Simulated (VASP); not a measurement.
# O (R-3m) in VASP: single point with PBEsol

Aim: the single point of O with PBEsol.

Program: VASP 6.6.1. These are calculated values, not measurements. Logs are shortened: lines on timing, memory, paths and dates and some standing lists are left out, and cuts for length are marked.

### 1 The cell of the first run

It takes space group R-3m (No. 166, trigonal). Conventional cell: a = 3.388 Å, b = 3.388 Å, c = 8.299 Å, α = 90.00°, β = 90.00°, γ = 120.00°. Within 1.6 Å of O (site symmetry 3m) lie 1 O at 1.20 Å.

### 2 Single point, PBEsol (shortest bond scaled by 0.58)

Contents of INCAR:

```
ALGO = Normal
EDIFF = 1E-7
ENCUT = 520
GGA = PS
ISIF = 2
ISMEAR = -1
LASPH = True
LCHARG = False
LREAL = False
LWAVE = False
NBANDS = 13
NELM = 80
PREC = Accurate
SIGMA = 0.05
```

Contents of KPOINTS:

```
k-points
0
Gamma
  11 11 11
```

Contents of POSCAR:

```
O
1.0
    0.0000000000      2.3957099285      2.3957099285
    2.3957099285      0.0000000000      2.3957099285
    2.3957099285      2.3957099285      0.0000000000
O
2
Direct
   -0.2825000000     -0.0725000000     -0.0725000000
    0.2825000000      0.0725000000      0.0725000000
```

Potentials or basis: VASP PAW PBE potentials, release 64 (O).

Run with:

```
$ cat potpaw_PBE.64/O/POTCAR > POTCAR
$ mpirun -np 1 vasp_std > vasp.out
```

OUTCAR:

```text
EDIFF = 1E-7
   ENCUT = 520
   GGA = PS
   ISIF = 2
   ISMEAR = -1
   LASPH = True
   LREAL = False
   NELM = 80
   PREC = Accurate

 ion  position               nearest neighbor table
   1  0.718  0.928  0.928-   2 1.20
   2  0.282  0.072  0.072-   1 1.20

  LATTYP: Found a face centered cubic cell.
 ALAT       =     4.7914198570

  Lattice vectors:

 A1 = (   0.0000000000,   2.3957099285,   2.3957099285)
 A2 = (   2.3957099285,   0.0000000000,   2.3957099285)
 A3 = (   2.3957099285,   2.3957099285,   0.0000000000)

Analysis of symmetry for initial positions (statically):
=====================================================================
 Subroutine PRICEL returns:
 Original cell was already a primitive cell.

 Routine SETGRP: Setting up the symmetry group for a
 face centered cubic supercell.

 Subroutine GETGRP returns: Found 12 space group operations
 (whereof  4 operations were pure point group operations)
 out of a pool of 48 trial point group operations.

The static configuration has the point symmetry C_2h.
 The point group associated with its full space group is D_3d.

Analysis of symmetry for dynamics (positions and initial velocities):
=====================================================================
 Subroutine PRICEL returns:
 Original cell was already a primitive cell.

 Routine SETGRP: Setting up the symmetry group for a
 face centered cubic supercell.

 Subroutine GETGRP returns: Found 12 space group operations
 (whereof  4 operations were pure point group operations)
 out of a pool of 48 trial point group operations.

The dynamic configuration has the point symmetry C_2h.
 The point group associated with its full space group is D_3d.

 Subroutine INISYM returns: Found 12 space group operations
 (whereof  4 operations are pure point group operations),
 and found     1 'primitive' translations

----------------------------------------------------------------------------------------

                                     Primitive cell

  volume of cell :      27.5000

  direct lattice vectors                    reciprocal lattice vectors
     0.000000000  2.395709929  2.395709929    -0.208706402  0.208706402  0.208706402
     2.395709929  0.000000000  2.395709929     0.208706402 -0.208706402  0.208706402
     2.395709929  2.395709929  0.000000000     0.208706402  0.208706402 -0.208706402

  length of vectors
     3.388045472  3.388045472  3.388045472     0.361490093  0.361490093  0.361490093

  position of ions in fractional coordinates (direct lattice)
     0.717500000  0.927500000  0.927500000
     0.282500000  0.072500000  0.072500000

  ion indices of the primitive-cell ions
   primitive index   ion index
                 1           1
                 2           2

----------------------------------------------------------------------------------------

 KPOINTS: k-points

Automatic generation of k-mesh.
 Grid dimensions read from file:
 generate k-points for:   11   11   11

 Generating k-lattice:

  Cartesian coordinates                     Fractional coordinates (reciprocal lattice)
    -0.018973309  0.018973309  0.018973309     0.090909091  0.000000000  0.000000000
     0.018973309 -0.018973309  0.018973309     0.000000000  0.090909091  0.000000000
     0.018973309  0.018973309 -0.018973309     0.000000000  0.000000000  0.090909091

  Length of vectors
     0.032862736  0.032862736  0.032862736

  Shift w.r.t. Gamma in fractional coordinates (k-lattice)
     0.000000000  0.000000000  0.000000000

 Subroutine IBZKPT returns following result:
 ===========================================

 Found    146 irreducible k-points:

 Following reciprocal coordinates:
            Coordinates               Weight
  0.000000  0.000000  0.000000      1.000000
  0.090909  0.000000  0.000000      2.000000
  0.000000  0.090909  0.000000      6.000000
  0.181818  0.000000  0.000000      2.000000
  0.000000  0.181818  0.000000      6.000000
  0.272727  0.000000  0.000000      2.000000
[... 16 lines left out ...]
  0.000000  0.454545  0.090909     12.000000
  0.090909  0.000000  0.454545      6.000000
 [... further k-points ...]
   k-points           NKPTS =    146   k-points in BZ     NKDIM =    146   number of bands    NBANDS=     13
   number of dos      NEDOS =    301   number of ions     NIONS =      2
   total plane-waves  NPLWV =  21952
   dimension x,y,z NGX =    28 NGY =   28 NGZ =   28
   dimension x,y,z NGXF=    56 NGYF=   56 NGZF=   56
   ions per type =               2
   NGX,Y,Z   is equivalent  to a cutoff of  13.74, 13.74, 13.74 a.u.
   NGXF,Y,Z  is equivalent  to a cutoff of  27.48, 27.48, 27.48 a.u.
 SYSTEM =  unknown system
   PREC   = accura    normal or accurate (medium, high low for compatibility)
   ISTART =      0    job   : 0-new  1-cont  2-samecut
   ICHARG =      2    charge: 1-file 2-atom 10-const
   ISPIN  =      1    spin polarized calculation?
   LNONCOLLINEAR =      F non collinear calculations
   LSORBIT =      F    spin-orbit coupling
   LASPH  =      T    aspherical Exc in radial PAW
   ENCUT  =  520.0 eV  38.22 Ry    6.18 a.u.   6.30  6.30  6.30*2*pi/ulx,y,z
   NELM   =     80;   NELMIN=  2; NELMDL= -5     # of ELM steps
   EDIFF  = 0.1E-06   stopping-criterion for ELM
   LREAL  =      F    real-space projection
   EDIFFG = 0.1E-05   stopping-criterion for IOM
   NSW    =      0    number of steps for IOM
   IBRION =     -1    ionic relax: 0-MD 1-quasi-New 2-CG
   NFREE  =      0    steps in history (QN), initial steepest desc. (CG)
   ISIF   =      2    stress and relaxation
   ISYM   =      2    0-nonsym 1-usesym 2-fastsym
   POTIM  = 0.5000    time-step for ionic-motion
   TEBEG  =    0.0;   TEEND  =   0.0 temperature during run
   PSTRESS=    0.0 pullay stress
   NELECT =      12.0000    total number of electrons
   NUPDOWN=      -1.0000    fix difference up-down
   EMIN   =  10.00;   EMAX   =-10.00  energy-range for DOS
   EFERMI =   0.00;   METHOD = LEGACY
   ISMEAR =    -1;   SIGMA  =   0.05  broadening in eV -4-tet -1-fermi 0-gaus
   EFERMI_NEDOS =   21; number of points for ismear=-14 and -15
   IALGO  =     38    algorithm
   IMIX   =      4    mixing-type and parameters
     AMIX     =   0.40;   BMIX     =  1.00
     AMIX_MAG =   1.60;   BMIX_MAG =  1.00
  volume/ion in A,a.u.               =      13.75        92.79
  Fermi-wavevector in a.u.,A,eV,Ry     =   1.241722  2.346514 20.978460  1.541873
  Thomas-Fermi vector in A             =   2.376107
   LORBIT       =      0    0 simple, 1 ext, 2 COOP (PROOUT), +10 PAW based schemes
   GGA     = PS    functional components
   LHFCALC =     F    Hartree Fock is set to
   AEXX    =    0.0000 exact exchange contribution
   IVDW    =     0    specifies the selected vdW correction
   LEPSILON=     F    determine dielectric tensor
   LRPA    =     F    only Hartree local field effects (RPA)
 non-spin polarized calculation
  energy-cutoff  :      520.00
  volume of cell :       27.50
 maximum number of plane-waves:       751
 NGX is ok and might be reduce to    28
   NGX = 13   NGY = 13   NGZ = 13

 number of electron      11.9999996 magnetization

 Free energy of the ion-electron system (eV)
  ---------------------------------------------------
  ext. energy  EPLUGINS =         0.00000000
  ---------------------------------------------------
  free energy    TOTEN  =        -9.76397244 eV

  energy without entropy =       -9.75170749  energy(sigma->0) =       -9.75783996

 E-fermi :  -0.4701     XC(G=0):  -8.5212

 val. band max:       -0.4777141019   @ k =   0.1818   0.0000   0.0000
 cond. band min:      -0.4678696393   @ k =   0.0000  -0.2727   0.1818
 fundamental gap:      0.0098444625
 Fermi energy:        -0.4700693769

 k-point     1 :       0.0000    0.0000    0.0000
  band No.  band energies     occupation
      1     -27.6967      2.00000
      2     -13.3751      2.00000
      3      -9.3004      2.00000
      4      -7.0160      2.00000
      5      -7.0160      2.00000
      6      -0.8022      1.99740
      7      -0.8022      1.99740
      8       6.5989      0.00000
      9       9.5792      0.00000
     10      17.8431      0.00000
     11      17.8431      0.00000
     12      20.9202      0.00000
     13      21.0060      0.00000

 k-point     2 :       0.0909    0.0000    0.0000
  band No.  band energies     occupation
      1     -27.6772      2.00000
      2     -13.6172      2.00000
      3      -9.0071      2.00000
      4      -7.0647      2.00000
      5      -7.0647      2.00000
      6      -0.7126      1.98447
      7      -0.7126      1.98447
      8       6.4187      0.00000
      9       9.9087      0.00000
     10      17.4172      0.00000
     11      17.4172      0.00000
     12      18.9521      0.00000
     13      21.1587      0.00000

 k-point     3 :       0.0000    0.0909    0.0000
  band No.  band energies     occupation
      1     -27.6847      2.00000
      2     -13.4347      2.00000
      3      -9.2574      2.00000
      4      -7.0776      2.00000
      5      -7.0157      2.00000
      6      -0.8368      1.99870
      7      -0.7497      1.99257
      8       6.7435      0.00000
      9       9.6231      0.00000
     10      17.0653      0.00000
     11      17.9890      0.00000
     12      19.9995      0.00000
     13      21.0901      0.00000
[... 305 lines left out ...]
 k-point    23 :       0.0000    0.4545    0.0909
  band No.  band energies     occupation
      1     -27.5391      2.00000
      2     -14.1056      2.00000
      3      -8.3728      2.00000
      4      -8.1627      2.00000
      5      -7.0184      2.00000
      6      -1.1999      2.00000
      7      -0.0149      0.00022
      8       8.5354      0.00000
      9      10.9365      0.00000
     10      12.0631      0.00000
     11      17.3392      0.00000
     12      19.5073      0.00000
     13      20.9587      0.00000

 k-point    24 :       0.0909    0.0000    0.4545
  band No.  band energies     occupation
      1     -27.5428      2.00000
      2     -14.0268      2.00000
      3      -8.8716      2.00000
      4      -7.6514      2.00000
      5      -7.1058      2.00000
      6      -1.0538      1.99998
      7      -0.2726      0.03777
      8       9.0994      0.00000
      9       9.8339      0.00000
     10      12.8398      0.00000
     11      16.8528      0.00000
     12      20.5123      0.00000
     13      22.0266      0.00000

 [... further k-points ...]

------------------------ aborting loop because EDIFF is reached ----------------------------------------

  FORCE on cell =-STRESS in cart. coord.  units (eV):
  Direction    XX          YY          ZZ          XY          YZ          ZX
  --------------------------------------------------------------------------------------
  -------------------------------------------------------------------------------------
  Total        0.4715954      0.4715954      0.4715954     -0.5466010      0.5466010     -0.5466010
  in kB       27.4756146     27.4756146     27.4756146    -31.8455180     31.8455180    -31.8455180
  external PRESSURE =      27.4756146 kB  Pullay stress =       0.0000000 kB

 VOLUME and BASIS-vectors are now :
 -----------------------------------------------------------------------------
  energy-cutoff  :      520.00
  volume of cell :       27.50
      direct lattice vectors                 reciprocal lattice vectors
     0.000000000  2.395709929  2.395709929    -0.208706402  0.208706402  0.208706402
     2.395709929  0.000000000  2.395709929     0.208706402 -0.208706402  0.208706402
     2.395709929  2.395709929  0.000000000     0.208706402  0.208706402 -0.208706402

 POSITION                                       TOTAL-FORCE (eV/Angst)
 -----------------------------------------------------------------------------------
      4.44404      3.94094      3.94094        -1.311538      1.311538      1.311538
      0.34738      0.85048      0.85048         1.311538     -1.311538     -1.311538
 -----------------------------------------------------------------------------------
    total drift:                               -0.000000     -0.000000     -0.000000

  FREE ENERGIE OF THE ION-ELECTRON SYSTEM (eV)
  ---------------------------------------------------
  free  energy   TOTEN  =        -9.7639724392 eV

  energy  without entropy=       -9.7517074877  energy(sigma->0) =       -9.75783996
```

Run time: 49 s. Hardware: 1 thread of Intel Xeon Platinum 8259CL at 2.50GHz (Skylake/Cascade Lake), shared host; peak memory 0.17 GiB.

Results:

```
Free energy            : -9.7640 eV
Pressure               : 2.7 GPa
Largest force          : 2.272 eV/Å
Band gap on the k mesh : zero (band 6 reaches 0.23 eV, above the bottom of band 7 at -0.80 eV)
```

Forces in eV/Å, atoms in the order of the input:
```
O   -1.312  1.312  1.312
O    1.312 -1.312 -1.312
```

Caveat: the cell differs from its parent crystal (shortest bond scaled by 0.58); the standard files for N, O and F lose accuracy on very short bonds; spin is off for a triplet molecule; the PAW data sets were made with another functional, which shifts forces and pressure a little.
